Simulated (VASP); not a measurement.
CdS (Hawleyite), 2 atoms in the cell. Symmetry: F-43m, No. 216, cubic system. Conventional cell: a = 5.833 Å, b = 5.833 Å, c = 5.833 Å, α = 90.00°, β = 90.00°, γ = 90.00°. Within 3.3 Å of Cd (site symmetry -43m) lie 4 S at 2.53 Å. Within 3.3 Å of S (site symmetry -43m) lie 4 Cd at 2.53 Å. 

- Program: VASP 6.6.1
- Task: single point
- Functional: LDA
- Potentials or basis: VASP PAW LDA potentials, release 64 (Cd, S)
- Cutoff: 520 eV
- k mesh: 8 × 8 × 8
- Occupations: fermi-dirac, width 0.05 eV
- Spin: no spin polarisation
- Dipole correction: no
- Further INCAR settings: ALGO = Normal; EDIFF = 1e-06; NBANDS = 16

Potentials or basis: VASP PAW LDA potentials, release 64 (Cd, S).

The run is started by

```bash
$ cat potpaw_LDA.64/Cd/POTCAR potpaw_LDA.64/S/POTCAR > POTCAR
$ mpirun -np 1 vasp_std > vasp.out
```

Hardware: 1 thread of AMD EPYC 7R43 64-Core Processor (Zen 3), on a shared host.

Question: How long does it take, and how much memory?

Answer: Wall time 38 s on 1 thread of AMD EPYC 7R43 64-Core Processor (Zen 3) (shared host), peak memory 0.12 GiB. Counts: scf iterations 13, k points 29.
